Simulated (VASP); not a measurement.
A run of VASP 6.6.1 is set up as follows.

Contents of POSCAR:

```
SnH2
1.0
    0.0000000000      2.6442434342      2.6442434342
    2.6442434342      0.0000000000      2.6442434342
    2.6442434342      2.6442434342      0.0000000000
Sn H
1 2
Direct
    0.0000000000      0.0000000000      0.0000000000
    0.2500000000      0.2500000000      0.2500000000
    0.7500000000      0.7500000000      0.7500000000
```

Contents of INCAR.step1:

```
ALGO = Normal
EDIFF = 1E-4
ENCUT = 520
GGA = PE
ISMEAR = -1
LASPH = True
LCHARG = False
LREAL = False
LWAVE = True
NBANDS = 15
NELM = 80
PREC = Accurate
SIGMA = 0.03
```

Contents of INCAR.step2:

```
ALGO = Normal
BPARAM = 11.95
CPARAM = 0.0093
EDIFF = 1E-6
ENCUT = 520
ISIF = 2
ISMEAR = -1
ISTART = 1
IVDW_NL = 2
LASPH = True
LCHARG = False
LMIXTAU = True
LREAL = False
LUSE_VDW = True
LWAVE = False
METAGGA = R2SCAN
NBANDS = 15
NELM = 80
PREC = Accurate
SIGMA = 0.03
```

The input KPOINTS:

```
k-points
0
Gamma
  10 10 10
```

Potentials or basis: VASP PAW PBE potentials, release 64 (Sn_d, H).

Launch:

```sh
$ cat potpaw_PBE.64/Sn_d/POTCAR potpaw_PBE.64/H/POTCAR > POTCAR
$ cp INCAR.step1 INCAR
$ mpirun -np 1 vasp_std > vasp.out
$ cp INCAR.step2 INCAR
$ mpirun -np 1 vasp_std > vasp.out
```

Estimate the band gap on the k mesh.

zero (bands 8 and 9 overlap by 5.70 eV).

What does it give for the pressure?

0.4 GPa.

Caveat: the structure was generated, so it needn't be the stable form of SnH2; the PAW data sets were made with another functional, which shifts forces and pressure a little; spin-orbit coupling is left out, which moves the levels of the heavy elements.
